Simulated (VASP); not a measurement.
# Sn in VASP: a series of runs

The runs below take Sn through relaxation of cell and atoms, single point, with r2SCAN, r2SCAN50, LDA, PBEsol, RPBE.

Everything below comes from runs of VASP 6.6.1. Logs are shortened: lines on timing, memory, paths and dates and some standing lists are left out, and cuts for length are marked.

**1. The cell of the first run**

It takes space group Immm (No. 71, orthorhombic). The conventional cell has a = 3.453 Å, b = 3.551 Å, c = 4.677 Å, α = 90.00°, β = 90.00°, γ = 90.00°. Sn (site symmetry mmm) has 14 Sn at 3.41 to 4.68 Å within 4.7 Å.

**2. Relaxation of cell and atoms, r2SCAN, target pressure 30 GPa, at which the enthalpy is minimised**

POSCAR reads:

```
Sn
1.0
   -1.7265390000      1.7755470000      2.3383420000
    1.7265390000     -1.7755470000      2.3383420000
    1.7265390000      1.7755470000     -2.3383420000
Sn
1
Direct
    0.0000000000      0.0000000000      0.0000000000
```

INCAR.step1 reads:

```
  PREC = Accurate
  ENCUT = 600
  ISMEAR = -1
  SIGMA = 0.05
  LREAL = F
  LASPH = T
  NELM = 80
  GGA = PE
  ALGO = Normal
  EDIFF = 1E-4
  LWAVE = T
  LCHARG = F
```

INCAR.step2 reads:

```
  PREC = Accurate
  ENCUT = 600
  EDIFF = 1E-6
  ISMEAR = -1
  SIGMA = 0.05
  LREAL = F
  LASPH = T
  NELM = 80
  ALGO = Normal
  ISIF = 3
  LWAVE = F
  LCHARG = F
  METAGGA = R2SCAN
  LMIXTAU = T
  IBRION = 2
  NSW = 60
  EDIFFG = -0.01
  PSTRESS = 300.0
  ISTART = 1
```

KPOINTS reads:

```
regular mesh
0
Gamma
  11 11 11
```

Potentials or basis: VASP PAW PBE potentials, release 64 (Sn_d).

Started as:

```bash
$ cat potpaw_PBE.64/Sn_d/POTCAR > POTCAR
$ cp INCAR.step1 INCAR
$ mpirun -np 1 vasp_std > vasp.out
$ cp INCAR.step2 INCAR
$ mpirun -np 1 vasp_std > vasp.out
```

OUTCAR:

```text
PREC = Accurate
   ENCUT = 600
   EDIFF = 1E-6
   ISMEAR = -1
   LREAL = F
   LASPH = T
   NELM = 80
   ISIF = 3
   METAGGA = R2SCAN
   IBRION = 2
   NSW = 60
   EDIFFG = -0.01
   PSTRESS = 300.0
   ISTART = 1

 ion  position               nearest neighbor table
   1  0.000  0.000  0.000-

  LATTYP: Found a body centered orthorhombic cell.
 ALAT       =     3.4530780000
 B/A-ratio  =     1.0283851103
 C/A-ratio  =     1.3543522620

  Lattice vectors:

 A1 = (  -1.7265390000,   1.7755470000,   2.3383420000)
 A2 = (   1.7265390000,  -1.7755470000,   2.3383420000)
 A3 = (   1.7265390000,   1.7755470000,  -2.3383420000)

Analysis of symmetry for initial positions (statically):
=====================================================================
 Subroutine PRICEL returns:
 Original cell was already a primitive cell.

 Routine SETGRP: Setting up the symmetry group for a
 body centered orthorhombic supercell.

 Subroutine GETGRP returns: Found  8 space group operations
 (whereof  8 operations were pure point group operations)
 out of a pool of  8 trial point group operations.

The static configuration has the point symmetry D_2h.

Analysis of symmetry for dynamics (positions and initial velocities):
=====================================================================
 Subroutine PRICEL returns:
 Original cell was already a primitive cell.

 Routine SETGRP: Setting up the symmetry group for a
 body centered orthorhombic supercell.

 Subroutine GETGRP returns: Found  8 space group operations
 (whereof  8 operations were pure point group operations)
 out of a pool of  8 trial point group operations.

The dynamic configuration has the point symmetry D_2h.

 Subroutine INISYM returns: Found  8 space group operations
 (whereof  8 operations are pure point group operations),
 and found     1 'primitive' translations

----------------------------------------------------------------------------------------

                                     Primitive cell

  volume of cell :      28.6732

  direct lattice vectors                    reciprocal lattice vectors
    -1.726539000  1.775547000  2.338342000     0.000000000  0.281603359  0.213826720
     1.726539000 -1.775547000  2.338342000     0.289596702  0.000000000  0.213826720
     1.726539000  1.775547000 -2.338342000     0.289596702  0.281603359  0.000000000

  length of vectors
     3.406075069  3.406075069  3.406075069     0.353584952  0.359983494  0.403938983

  position of ions in fractional coordinates (direct lattice)
     0.000000000  0.000000000  0.000000000

  ion indices of the primitive-cell ions
   primitive index   ion index
                 1           1

----------------------------------------------------------------------------------------

 KPOINTS: regular mesh

Automatic generation of k-mesh.
 Grid dimensions read from file:
 generate k-points for:   11   11   11

 Generating k-lattice:

  Cartesian coordinates                     Fractional coordinates (reciprocal lattice)
     0.000000000  0.025600305  0.019438793     0.090909091  0.000000000 -0.000000000
     0.026326973  0.000000000  0.019438793     0.000000000  0.090909091  0.000000000
     0.026326973  0.025600305  0.000000000    -0.000000000  0.000000000  0.090909091

  Length of vectors
     0.032144087  0.032725772  0.036721726

  Shift w.r.t. Gamma in fractional coordinates (k-lattice)
     0.000000000  0.000000000  0.000000000

 Subroutine IBZKPT returns following result:
 ===========================================

 Found    216 irreducible k-points:

 Following reciprocal coordinates:
            Coordinates               Weight
  0.000000  0.000000  0.000000      1.000000
  0.090909  0.000000  0.000000      4.000000
  0.181818 -0.000000  0.000000      4.000000
  0.272727  0.000000  0.000000      4.000000
  0.363636 -0.000000  0.000000      4.000000
  0.454545  0.000000  0.000000      4.000000
[... 16 lines left out ...]
  0.454545  0.181818  0.000000      8.000000
 -0.454545  0.181818  0.000000      8.000000
 [... further k-points ...]
   k-points           NKPTS =    216   k-points in BZ     NKDIM =    216   number of bands    NBANDS=     11
   number of dos      NEDOS =    301   number of ions     NIONS =      1
   total plane-waves  NPLWV =  21952
   dimension x,y,z NGX =    28 NGY =   28 NGZ =   28
   dimension x,y,z NGXF=    56 NGYF=   56 NGZF=   56
   ions per type =               1
   NGX,Y,Z   is equivalent  to a cutoff of  13.67, 13.67, 13.67 a.u.
   NGXF,Y,Z  is equivalent  to a cutoff of  27.33, 27.33, 27.33 a.u.
 SYSTEM =  unknown system
   PREC   = accura    normal or accurate (medium, high low for compatibility)
   ISTART =      1    job   : 0-new  1-cont  2-samecut
   ICHARG =      0    charge: 1-file 2-atom 10-const
   ISPIN  =      1    spin polarized calculation?
   LNONCOLLINEAR =      F non collinear calculations
   LSORBIT =      F    spin-orbit coupling
   LASPH  =      T    aspherical Exc in radial PAW
   ENCUT  =  600.0 eV  44.10 Ry    6.64 a.u.   6.80  6.80  6.80*2*pi/ulx,y,z
   NELM   =     80;   NELMIN=  2; NELMDL=  0     # of ELM steps
   EDIFF  = 0.1E-05   stopping-criterion for ELM
   LREAL  =      F    real-space projection
   EDIFFG = -.1E-01   stopping-criterion for IOM
   NSW    =     60    number of steps for IOM
   IBRION =      2    ionic relax: 0-MD 1-quasi-New 2-CG
   NFREE  =      1    steps in history (QN), initial steepest desc. (CG)
   ISIF   =      3    stress and relaxation
   ISYM   =      2    0-nonsym 1-usesym 2-fastsym
   POTIM  = 0.5000    time-step for ionic-motion
   TEBEG  =    0.0;   TEEND  =   0.0 temperature during run
   PSTRESS=  300.0 pullay stress
   NELECT =      14.0000    total number of electrons
   NUPDOWN=      -1.0000    fix difference up-down
   EMIN   =  10.00;   EMAX   =-10.00  energy-range for DOS
   EFERMI =   0.00;   METHOD = LEGACY
   ISMEAR =    -1;   SIGMA  =   0.05  broadening in eV -4-tet -1-fermi 0-gaus
   EFERMI_NEDOS =   21; number of points for ismear=-14 and -15
   IALGO  =     38    algorithm
   IMIX   =      4    mixing-type and parameters
     AMIX     =   0.40;   BMIX     =  1.00
     AMIX_MAG =   1.60;   BMIX_MAG =  1.00
  volume/ion in A,a.u.               =      28.67       193.50
  Fermi-wavevector in a.u.,A,eV,Ry     =   1.289116  2.436076 22.610433  1.661820
  Thomas-Fermi vector in A             =   2.421028
   LORBIT       =      0    0 simple, 1 ext, 2 COOP (PROOUT), +10 PAW based schemes
   METAGGA = R2SCAN    functional components
   LHFCALC =     F    Hartree Fock is set to
   AEXX    =    0.0000 exact exchange contribution
   IVDW    =     0    specifies the selected vdW correction
   LEPSILON=     F    determine dielectric tensor
   LRPA    =     F    only Hartree local field effects (RPA)
 conjugate gradient relaxation of ions
 non-spin polarized calculation
  energy-cutoff  :      600.00
  volume of cell :       28.67
 maximum number of plane-waves:       971
   NGX = 13   NGY = 13   NGZ = 13

--------------------------------------- Ionic step        1  -------------------------------------------

 number of electron      13.9999998 magnetization

 Free energy of the ion-electron system (eV)
  ---------------------------------------------------
  ext. energy  EPLUGINS =         0.00000000
  ---------------------------------------------------
  free energy    TOTEN  =       -24.50110095 eV

  energy without entropy =      -24.49751866  energy(sigma->0) =      -24.49930981

 E-fermi :   7.4482     XC(G=0): -10.9894

 val. band max:        7.3910630656   @ k =   0.1818   0.1818   0.1818
 cond. band min:       7.4630345189   @ k =   0.4545   0.2727   0.0909
 fundamental gap:      0.0719714533
 Fermi energy:         7.4482384980

 k-point     1 :       0.0000    0.0000    0.0000
  band No.  band energies     occupation
      1     -14.8105      2.00000
      2     -14.7937      2.00000
      3     -14.7740      2.00000
      4     -14.7434      2.00000
      5     -14.7025      2.00000
      6      -3.8747      2.00000
      7      14.9229      0.00000
      8      15.0683      0.00000
      9      15.5155      0.00000
     10      18.7452      0.00000
     11      19.0733      0.00000
[... 309 lines left out ...]
 k-point    24 :      -0.4545    0.1818    0.0000
  band No.  band energies     occupation
      1     -14.8113      2.00000
      2     -14.7687      2.00000
      3     -14.7378      2.00000
      4     -14.6961      2.00000
      5     -14.6533      2.00000
      6      -0.2742      2.00000
      7       5.0800      2.00000
      8      10.0723      0.00000
      9      11.8377      0.00000
     10      15.3582      0.00000
     11      20.6283      0.00000

 [... further k-points ...]

------------------------ aborting loop because EDIFF is reached ----------------------------------------

  FORCE on cell =-STRESS in cart. coord.  units (eV):
  Direction    XX          YY          ZZ          XY          YZ          ZX
  --------------------------------------------------------------------------------------
  -------------------------------------------------------------------------------------
  Total       -0.2840716     -0.5462090     -0.3332111     -0.0000000      0.0000000      0.0000000
  in kB      -15.8731032    -30.5205852    -18.6188776     -0.0000000      0.0000000      0.0000000
  external PRESSURE =    -321.6708554 kB  Pullay stress =     300.0000000 kB
[... 94 lines left out ...]
  energy  without entropy=      -24.2109952551  energy(sigma->0) =      -24.21291342

  enthalpy is  TOTEN    =       -20.1579337150 eV   P V=        4.0568978785

[... ionic steps 4 to 21 ...]

--------------------------------------- Ionic step       22  -------------------------------------------

 number of electron      14.0000003 magnetization

------------------------ aborting loop because EDIFF is reached ----------------------------------------
[... 69 lines left out ...]
--------------------------------------- Ionic step       24  -------------------------------------------

 number of electron      14.0000003 magnetization

 Free energy of the ion-electron system (eV)
  ---------------------------------------------------
  ext. energy  EPLUGINS =         0.00000000
  ---------------------------------------------------
  free energy    TOTEN  =       -24.01852570 eV

  energy without entropy =      -24.01536823  energy(sigma->0) =      -24.01694697

 E-fermi :  12.2045     XC(G=0): -12.9203

 val. band max:       12.1550912094   @ k =   0.3636   0.2727   0.1818
 cond. band min:      12.2660334947   @ k =  -0.1818   0.3636   0.0000
 fundamental gap:      0.1109422852
 Fermi energy:        12.2044541365

 k-point     1 :       0.0000    0.0000    0.0000
  band No.  band energies     occupation
      1     -10.4481      2.00000
      2     -10.4469      2.00000
      3     -10.4469      2.00000
      4     -10.2410      2.00000
      5     -10.2396      2.00000
      6      -2.1444      2.00000
      7      23.0459      0.00000
      8      23.0473      0.00000
      9      23.0501      0.00000
     10      23.4517      0.00000
     11      26.6409      0.00000
[... 309 lines left out ...]
 k-point    24 :      -0.4545    0.1818    0.0000
  band No.  band energies     occupation
      1     -10.5220      2.00000
      2     -10.3983      2.00000
      3     -10.3125      2.00000
      4     -10.1860      2.00000
      5     -10.0470      2.00000
      6       3.0363      2.00000
      7       9.0684      2.00000
      8      16.2708      0.00000
      9      17.5323      0.00000
     10      20.5969      0.00000
     11      28.0718      0.00000

 [... further k-points ...]

------------------------ aborting loop because EDIFF is reached ----------------------------------------

  FORCE on cell =-STRESS in cart. coord.  units (eV):
  Direction    XX          YY          ZZ          XY          YZ          ZX
  --------------------------------------------------------------------------------------
  -------------------------------------------------------------------------------------
  Total        3.8097796      3.8107156      3.8024949      0.0000000      0.0000000      0.0000000
  in kB      299.7881511    299.8618039    299.2149273      0.0000000      0.0000000      0.0000000
  external PRESSURE =      -0.3783726 kB  Pullay stress =     300.0000000 kB
[... 20 lines left out ...]
  energy  without entropy=      -24.0153682319  energy(sigma->0) =      -24.01694697

  enthalpy is  TOTEN    =       -20.2060539202 eV   P V=        3.8124717836

 reached required accuracy - stopping structural energy minimisation
```

It took 41 min on 1 thread of Intel Xeon Platinum 8559C (Emerald Rapids), shared host; peak memory 0.3 GiB.

Results:

```
Free energy                                                : -24.0185 eV
Relaxed volume                                             : 20.36 Å³/atom
Relaxed cell                                               : a = 3.065 Å, b = 3.065 Å, c = 3.065 Å, α = 120.02°, β = 120.03°, γ = 89.96°
Space group after relaxing (to 0.1 Å)                      : Fm-3m (No. 225)
Energy change on relaxing (the run minimises the enthalpy) : +482.6 meV/atom
Ionic steps                                                : 24
Pressure after relaxing                                    : 30.0 GPa
Band gap on the k mesh                                     : zero (bands 7 and 8 overlap by 13.53 eV)
```

Step by step:
```
step  energy change (eV)  largest force (eV/Å)  pressure (GPa)  volume (Å³)
   1              0.0000                0.0000           -2.17        28.67
   2              9.3027                0.0000          440.25        10.80
   3              0.2863                0.0000           20.67        21.67
   4              0.3683                0.0000           24.55        21.08
   5              0.4944                0.0000           30.32        20.34
   6              0.4669                0.0000           29.10        20.49
   7              0.4696                0.0000           29.28        20.45
   8              0.4673                0.0000           29.20        20.46
   9              0.5151                0.0000           31.41        20.21
  10              0.4951                0.0000           30.47        20.31
  11              0.4962                0.0000           30.54        20.30
  12              0.4978                0.0000           30.63        20.29
  13              0.5014                0.0000           30.86        20.27
  14              0.5137                0.0000           31.48        20.21
  15              0.5042                0.0000           30.98        20.25
  16              0.4896                0.0000           30.29        20.33
  17              0.4854                0.0000           30.04        20.35
  18              0.4851                0.0000           30.09        20.35
  19              0.4850                0.0000           30.08        20.35
  20              0.4850                0.0000           30.07        20.35
  21              0.4833                0.0000           29.97        20.36
  22              0.4830                0.0000           30.05        20.36
  23              0.4823                0.0000           29.95        20.36
  24              0.4826                0.0000           29.96        20.36
```

Final structure:
```cif
data_structure
_symmetry_space_group_name_H-M 'P 1'
_symmetry_Int_Tables_number 1
_cell_length_a 3.0654
_cell_length_b 3.0654
_cell_length_c 3.0654
_cell_angle_alpha 120.024
_cell_angle_beta 120.027
_cell_angle_gamma 89.956
_cell_volume 20.36
loop_
_atom_site_label
_atom_site_type_symbol
_atom_site_fract_x
_atom_site_fract_y
_atom_site_fract_z
_atom_site_occupancy
Sn1 Sn 0.00000 0.00000 0.00000 1
```

Caveat: the cell is relaxed towards a set pressure, so the run minimises the enthalpy, not the energy; the volume moved by over 15 % at a fixed basis, so the end points are rough; the PAW data sets were made with another functional, which shifts forces and pressure a little; spin-orbit coupling is left out, which moves the levels of the heavy elements.

[end of part 1 of 2]
